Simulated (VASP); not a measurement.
**Sr2SO: single point with PBEsol**

Crystal: Sr2SO.

```
Sr S O
1.0
     4.04324    0.00000    0.00000
     0.00000    4.04324    0.00000
     0.00000    0.00000    5.71800
Sr S O
2 1 1
Direct
  0.00000 0.00000 0.00000
  0.50000 0.50000 0.50000
  0.00000 0.00000 0.50000
  0.50000 0.50000 0.00000
```

```json
{
 "Program": "VASP 6.6.1",
 "Task": "single point",
 "Functional": "PBEsol",
 "Potentials or basis": "VASP PAW PBE potentials, release 64 (Sr_sv, S, O)",
 "Cutoff": "520 eV",
 "k mesh": "4 × 4 × 4",
 "Occupations": "gaussian, width 0.01 eV",
 "Spin": "no spin polarisation",
 "Dipole correction": "no",
 "Further INCAR settings": "ALGO = Normal; EDIFF = 1e-06; NBANDS = 24"
}
```

The pressure is -2.4 GPa and the band gap on the k mesh is 2.12 eV, direct.

Stress tensor (GPa, compression positive):
```
-2.42  0.00  0.00
 0.00 -2.42  0.00
 0.00  0.00 -2.34
```

Levels at points of the mesh, in eV from the valence-band top:
```tsv
k point	band 12	band 13	band 14	band 15	band 16	band 17	band 18	band 19	band 20	band 21
(0.00, 0.00, 0.00)	-0.65	-0.65	-0.04	0.00	0.00	2.12	2.77	4.56	4.56	4.91
(0.50, 0.00, 0.00)	-1.71	-1.34	-1.23	-0.56	-0.45	4.27	5.27	5.60	5.76	5.98
(0.50, 0.50, 0.00)	-1.50	-0.84	-0.27	-0.27	-0.14	2.31	2.31	5.42	6.35	7.10
(0.00, 0.00, 0.50)	-0.95	-0.74	-0.74	-0.11	-0.11	2.49	4.01	4.13	5.07	5.54
(0.50, 0.00, 0.50)	-2.65	-1.81	-0.99	-0.78	-0.62	5.12	5.50	5.94	6.09	6.88
(0.50, 0.50, 0.50)	-1.58	-1.58	-0.72	-0.57	-0.57	4.10	4.10	5.53	5.53	6.49
```

It took 27 s on 1 thread of Intel(R) Xeon(R) 6975P-C (Granite Rapids), with other jobs on the host, peak memory 0.21 GiB.

Caveat: the PAW data sets were made with another functional, which shifts forces and pressure a little. A k mesh can miss the band edges.
